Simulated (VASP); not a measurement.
# N (P1) in VASP: single point with PBE

Aim: the single point of N with PBE.

Program: VASP 6.6.1. These are calculated values, not measurements. Logs are shortened: lines on timing, memory, paths and dates and some standing lists are left out, and cuts for length are marked.

### Step 1. The cell of the first run

The typed cell holds 4 atoms: a = 4.084 Å, b = 4.084 Å, c = 5.346 Å, α = 90.00°, β = 90.00°, γ = 90.00°.

### Step 2. Single point, PBE (one atom moved)

Input file INCAR:

```
SYSTEM = N
PREC = Accurate
ENCUT = 520
EDIFF = 1E-6
ISMEAR = 0
SIGMA = 0.02
LREAL = .False.
LASPH = .True.
NELM = 60
ALGO = Normal
ISIF = 2
LWAVE = .False.
LCHARG = .True.
GGA = PE
LELF = .True.
LVHAR = .True.
NBANDS = 18
```

Input file KPOINTS:

```
Automatic mesh
0
Gamma
  6 6 4
  0 0 0
```

Input file POSCAR:

```
N
1.0
    4.0840619700      0.0000000000      0.0000000000
    0.0000000000      4.0840619700      0.0000000000
    0.0000000000      0.0000000000      5.3459132500
N
4
Direct
    0.9042752000      0.9042752000      0.0000000000
    0.5957248000      0.4042752000      0.5000000000
    0.0957248000      0.0957248000      0.0000000000
    0.3692218631      0.6382168095      0.5006902469
```

Potentials or basis: VASP PAW PBE potentials, release 64 (N).

Launch:

```bash
$ cat potpaw_PBE.64/N/POTCAR > POTCAR
$ mpirun -np 1 vasp_std > vasp.out
```

OUTCAR:

```text
SYSTEM = N
   PREC = Accurate
   ENCUT = 520
   EDIFF = 1E-6
   ISMEAR = 0
   LREAL = .False.
   LASPH = .True.
   NELM = 60
   ISIF = 2
   GGA = PE

 ion  position               nearest neighbor table
   1  0.904  0.904  0.000-   3 1.11
   2  0.596  0.404  0.500-   4 1.33
   3  0.096  0.096  0.000-   1 1.11
   4  0.369  0.638  0.501-   2 1.33

  LATTYP: Found a simple tetragonal cell.
 ALAT       =     4.0840619700
 C/A-ratio  =     1.3089696702

  Lattice vectors:

 A1 = (   4.0840619700,   0.0000000000,   0.0000000000)
 A2 = (   0.0000000000,   4.0840619700,   0.0000000000)
 A3 = (   0.0000000000,   0.0000000000,   5.3459132500)

Analysis of symmetry for initial positions (statically):
=====================================================================
 Subroutine PRICEL returns:
 Original cell was already a primitive cell.

 Routine SETGRP: Setting up the symmetry group for a
 simple tetragonal supercell.

 Subroutine GETGRP returns: Found  1 space group operations
 (whereof  1 operations were pure point group operations)
 out of a pool of 16 trial point group operations.

The static configuration has the point symmetry C_1 .

Analysis of symmetry for dynamics (positions and initial velocities):
=====================================================================
 Subroutine PRICEL returns:
 Original cell was already a primitive cell.

 Routine SETGRP: Setting up the symmetry group for a
 simple tetragonal supercell.

 Subroutine GETGRP returns: Found  1 space group operations
 (whereof  1 operations were pure point group operations)
 out of a pool of 16 trial point group operations.

The dynamic configuration has the point symmetry C_1 .

 Subroutine INISYM returns: Found  1 space group operations
 (whereof  1 operations are pure point group operations),
 and found     1 'primitive' translations

----------------------------------------------------------------------------------------

                                     Primitive cell

  volume of cell :      89.1675

  direct lattice vectors                    reciprocal lattice vectors
     4.084061970  0.000000000  0.000000000     0.244854267  0.000000000  0.000000000
     0.000000000  4.084061970  0.000000000     0.000000000  0.244854267  0.000000000
     0.000000000  0.000000000  5.345913250     0.000000000  0.000000000  0.187058778

  length of vectors
     4.084061970  4.084061970  5.345913250     0.244854267  0.244854267  0.187058778

  position of ions in fractional coordinates (direct lattice)
     0.904275200  0.904275200  0.000000000
     0.595724800  0.404275200  0.500000000
     0.095724800  0.095724800  0.000000000
     0.369221863  0.638216810  0.500690247

  ion indices of the primitive-cell ions
   primitive index   ion index
                 1           1
                 2           2
                 3           3
                 4           4

----------------------------------------------------------------------------------------

 KPOINTS: Automatic mesh

Automatic generation of k-mesh.
 Grid dimensions read from file:
 generate k-points for:    6    6    4

 Generating k-lattice:

  Cartesian coordinates                     Fractional coordinates (reciprocal lattice)
     0.040809044  0.000000000  0.000000000     0.166666667  0.000000000  0.000000000
     0.000000000  0.040809044  0.000000000     0.000000000  0.166666667  0.000000000
     0.000000000  0.000000000  0.046764695     0.000000000  0.000000000  0.250000000

  Length of vectors
     0.040809044  0.040809044  0.046764695

  Shift w.r.t. Gamma in fractional coordinates (k-lattice)
     0.000000000  0.000000000  0.000000000

 Subroutine IBZKPT returns following result:
 ===========================================

 Found     76 irreducible k-points:

 Following reciprocal coordinates:
            Coordinates               Weight
  0.000000  0.000000  0.000000      1.000000
  0.166667  0.000000  0.000000      2.000000
  0.000000  0.166667  0.000000      2.000000
  0.333333  0.000000  0.000000      2.000000
  0.000000  0.333333  0.000000      2.000000
  0.500000  0.000000  0.000000      1.000000
[... 16 lines left out ...]
  0.000000  0.166667  0.250000      2.000000
 -0.166667  0.000000  0.250000      2.000000
 [... further k-points ...]
   k-points           NKPTS =     76   k-points in BZ     NKDIM =     76   number of bands    NBANDS=     18
   number of dos      NEDOS =    301   number of ions     NIONS =      4
   total plane-waves  NPLWV =  36000
   dimension x,y,z NGX =    30 NGY =   30 NGZ =   40
   dimension x,y,z NGXF=    60 NGYF=   60 NGZF=   80
   ions per type =               4
   NGX,Y,Z   is equivalent  to a cutoff of  12.21, 12.21, 12.44 a.u.
   NGXF,Y,Z  is equivalent  to a cutoff of  24.42, 24.42, 24.88 a.u.
 SYSTEM =  N
   PREC   = accura    normal or accurate (medium, high low for compatibility)
   ISTART =      0    job   : 0-new  1-cont  2-samecut
   ICHARG =      2    charge: 1-file 2-atom 10-const
   ISPIN  =      1    spin polarized calculation?
   LNONCOLLINEAR =      F non collinear calculations
   LSORBIT =      F    spin-orbit coupling
   LASPH  =      T    aspherical Exc in radial PAW
   ENCUT  =  520.0 eV  38.22 Ry    6.18 a.u.   7.59  7.59  9.94*2*pi/ulx,y,z
   NELM   =     60;   NELMIN=  2; NELMDL= -5     # of ELM steps
   EDIFF  = 0.1E-05   stopping-criterion for ELM
   LREAL  =      F    real-space projection
   EDIFFG = 0.1E-04   stopping-criterion for IOM
   NSW    =      0    number of steps for IOM
   IBRION =     -1    ionic relax: 0-MD 1-quasi-New 2-CG
   NFREE  =      0    steps in history (QN), initial steepest desc. (CG)
   ISIF   =      2    stress and relaxation
   ISYM   =      2    0-nonsym 1-usesym 2-fastsym
   POTIM  = 0.5000    time-step for ionic-motion
   TEBEG  =    0.0;   TEEND  =   0.0 temperature during run
   PSTRESS=    0.0 pullay stress
   NELECT =      20.0000    total number of electrons
   NUPDOWN=      -1.0000    fix difference up-down
   EMIN   =  10.00;   EMAX   =-10.00  energy-range for DOS
   EFERMI =   0.00;   METHOD = LEGACY
   ISMEAR =     0;   SIGMA  =   0.02  broadening in eV -4-tet -1-fermi 0-gaus
   EFERMI_NEDOS =   21; number of points for ismear=-14 and -15
   IALGO  =     38    algorithm
   IMIX   =      4    mixing-type and parameters
     AMIX     =   0.40;   BMIX     =  1.00
     AMIX_MAG =   1.60;   BMIX_MAG =  1.00
  volume/ion in A,a.u.               =      22.29       150.43
  Fermi-wavevector in a.u.,A,eV,Ry     =   0.994678  1.879669 13.461399  0.989385
  Thomas-Fermi vector in A             =   2.126646
   LORBIT       =      0    0 simple, 1 ext, 2 COOP (PROOUT), +10 PAW based schemes
   GGA     = PE    functional components
   LHFCALC =     F    Hartree Fock is set to
   AEXX    =    0.0000 exact exchange contribution
   IVDW    =     0    specifies the selected vdW correction
   LEPSILON=     F    determine dielectric tensor
   LRPA    =     F    only Hartree local field effects (RPA)
 non-spin polarized calculation
 Gauss-broadening in eV      SIGMA  =   0.02
  energy-cutoff  :      520.00
  volume of cell :       89.17
 maximum number of plane-waves:      2419
   NGX = 15   NGY = 15   NGZ = 19

 number of electron      20.0000000 magnetization

 Free energy of the ion-electron system (eV)
  ---------------------------------------------------
  ext. energy  EPLUGINS =         0.00000000
  ---------------------------------------------------
  free energy    TOTEN  =       -31.20982377 eV

  energy without entropy =      -31.20982377  energy(sigma->0) =      -31.20982377

 E-fermi :  -5.9759     XC(G=0):  -6.5964

 val. band max:       -6.1387234663   @ k =   0.1667   0.1667   0.0000
 cond. band min:      -1.1914728479   @ k =   0.0000   0.0000   0.0000
 fundamental gap:      4.9472506185
 Fermi energy:        -5.9759297213

 k-point     1 :       0.0000    0.0000    0.0000
  band No.  band energies     occupation
      1     -24.6853      2.00000
      2     -21.4958      2.00000
      3     -11.2362      2.00000
      4      -9.7032      2.00000
      5      -8.1156      2.00000
      6      -7.7725      2.00000
[... 10 lines left out ...]
     17       8.0921      0.00000
     18       8.8220      0.00000

 k-point     2 :       0.1667    0.0000    0.0000
  band No.  band energies     occupation
      1     -24.6821      2.00000
      2     -21.4881      2.00000
      3     -11.2926      2.00000
      4      -9.7643      2.00000
      5      -8.0838      2.00000
      6      -7.8573      2.00000
[... 10 lines left out ...]
     17       8.2121      0.00000
     18       9.2698      0.00000

 k-point     3 :       0.0000    0.1667    0.0000
  band No.  band energies     occupation
      1     -24.6821      2.00000
      2     -21.4878      2.00000
      3     -11.2994      2.00000
      4      -9.7642      2.00000
      5      -8.0839      2.00000
      6      -7.8573      2.00000
[... 10 lines left out ...]
     17       8.2175      0.00000
     18       9.2769      0.00000

 k-point     4 :       0.3333    0.0000    0.0000
  band No.  band energies     occupation
      1     -24.6757      2.00000
      2     -21.4725      2.00000
      3     -11.4037      2.00000
      4      -9.8851      2.00000
      5      -8.0171      2.00000
      6      -7.9486      2.00000
[... 375 lines left out ...]
      4      -9.7645      2.00000
      5      -8.0984      2.00000
      6      -7.8619      2.00000
[... 10 lines left out ...]
     17       8.2296      0.00000
     18       9.3415      0.00000

 k-point    23 :       0.0000    0.1667    0.2500
  band No.  band energies     occupation
      1     -24.6818      2.00000
      2     -21.4878      2.00000
      3     -11.2990      2.00000
      4      -9.7644      2.00000
      5      -8.0982      2.00000
      6      -7.8620      2.00000
[... 10 lines left out ...]
     17       8.2337      0.00000
     18       9.3569      0.00000

 k-point    24 :      -0.1667    0.0000    0.2500
  band No.  band energies     occupation
      1     -24.6818      2.00000
      2     -21.4882      2.00000
      3     -11.2922      2.00000
      4      -9.7645      2.00000
      5      -8.0990      2.00000
      6      -7.8621      2.00000
[... 10 lines left out ...]
     17       8.2261      0.00000
     18       9.3522      0.00000

 [... further k-points ...]
[... 5 lines left out ...]
  --------------------------------------------------------------------------------------
  -------------------------------------------------------------------------------------
  Total       -8.5547004     -9.1771707      0.3306764     10.3241553     -0.0379011      0.0366823
  in kB     -153.7123755   -164.8970325      5.9416519    185.5062542     -0.6810130      0.6591145
  external PRESSURE =    -104.2225854 kB  Pullay stress =       0.0000000 kB

 VOLUME and BASIS-vectors are now :
 -----------------------------------------------------------------------------
  energy-cutoff  :      520.00
  volume of cell :       89.17
      direct lattice vectors                 reciprocal lattice vectors
     4.084061970  0.000000000  0.000000000     0.244854267  0.000000000  0.000000000
     0.000000000  4.084061970  0.000000000     0.000000000  0.244854267  0.000000000
     0.000000000  0.000000000  5.345913250     0.000000000  0.000000000  0.187058778

 POSITION                                       TOTAL-FORCE (eV/Angst)
 -----------------------------------------------------------------------------------
      3.69312      3.69312      0.00000        -0.775385     -0.765063      0.000518
      2.43298      1.65108      2.67296       -10.181461     10.520388      0.040365
      0.39095      0.39095      0.00000         0.765550      0.777110      0.000513
      1.50792      2.60652      2.67665        10.191296    -10.532435     -0.041396
 -----------------------------------------------------------------------------------
    total drift:                                0.000113      0.000223      0.000014

  FREE ENERGIE OF THE ION-ELECTRON SYSTEM (eV)
  ---------------------------------------------------
  free  energy   TOTEN  =       -31.2098237748 eV

  energy  without entropy=      -31.2098237748  energy(sigma->0) =      -31.20982377
```

Wall time 62 s (1 thread of AMD EPYC 7R13 (Zen 3), shared host); peak memory 0.2 GiB.

What came out:

```yaml
Free_energy: -31.2098 eV
Pressure: -10.4 GPa
Largest_force: 14.656 eV/Å
Band_gap_on_the_k_mesh: 4.95 eV, indirect (least direct gap 4.99 eV)
```

Forces in eV/Å, atoms in the order of the input:
```
N    -0.775  -0.765   0.001
N   -10.181  10.520   0.040
N     0.766   0.777   0.001
N    10.191 -10.532  -0.041
```

Caveat: the cell differs from its parent crystal (one atom moved); the standard files for N, O and F lose accuracy on very short bonds; forces of over 1 eV/Å act on the atoms, so gaps and moduli don't describe the material at rest. A k mesh can miss the band edges.
